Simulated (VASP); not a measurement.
Wanted: the native input for a VASP 6.6.1 run.

* Task: single point
* Functional: r2SCAN
* Potentials or basis: VASP PAW PBE potentials, release 64 (Rb_sv, Cl)
* Cutoff: 550 eV
* k mesh: 6 × 6 × 6
* Occupations: gaussian, width 0.01 eV
* Spin: no spin polarisation
* Dipole correction: no
* Further INCAR settings: ALGO = Normal; EDIFF = 1e-06; NBANDS = 15

The system is RbCl.

```
Rb Cl
1.0
     0.00000    3.30581    3.30581
     3.30581    0.00000    3.30581
     3.30581    3.30581    0.00000
Rb Cl
1 1
Direct
  0.00000 0.00000 0.00000
  0.50000 0.50000 0.50000
```

The input as run:

POSCAR

```
RbCl
1.0
    0.0000000000      3.3058128251      3.3058128251
    3.3058128251      0.0000000000      3.3058128251
    3.3058128251      3.3058128251      0.0000000000
Rb Cl
1 1
Direct
    0.0000000000      0.0000000000      0.0000000000
    0.5000000000      0.5000000000      0.5000000000
```

INCAR.step1

```
SYSTEM = RbCl
ALGO = Normal ; EDIFF = 1E-5
ENCUT = 550 ; GGA = PE
GGA_COMPAT = .False. ; ISMEAR = 0
LASPH = .True. ; LCHARG = .False.
LREAL = .False. ; LWAVE = .True.
NBANDS = 15 ; NELM = 120
PREC = Accurate ; SIGMA = 0.01
```

INCAR.step2

```
SYSTEM = RbCl
ALGO = Normal ; EDIFF = 1E-6
ENCUT = 550 ; GGA_COMPAT = .False.
ISIF = 2 ; ISMEAR = 0
ISTART = 1 ; LASPH = .True.
LCHARG = .True. ; LELF = .True.
LMIXTAU = .True. ; LREAL = .False.
LVHAR = .True. ; LWAVE = .False.
METAGGA = R2SCAN ; NBANDS = 15
NELM = 120 ; PREC = Accurate
SIGMA = 0.01
```

KPOINTS

```
k-points
0
Gamma
  6 6 6
  0 0 0
```

Potentials or basis: VASP PAW PBE potentials, release 64 (Rb_sv, Cl).

Run with:

```sh
$ cat potpaw_PBE.64/Rb_sv/POTCAR potpaw_PBE.64/Cl/POTCAR > POTCAR
$ cp INCAR.step1 INCAR
$ mpirun -np 1 vasp_std > vasp.out
$ cp INCAR.step2 INCAR
$ mpirun -np 1 vasp_std > vasp.out
```

Results of the run:

```yaml
Pressure: 0.0 GPa
Band_gap_on_the_k_mesh: 5.56 eV, direct
```

Caveat: the PAW data sets were made with another functional, which shifts forces and pressure a little.

It took 2.8 min on 1 thread of AMD EPYC 7R43 64-Core Processor (Zen 3) (shared host), peak memory 0.18 GiB.
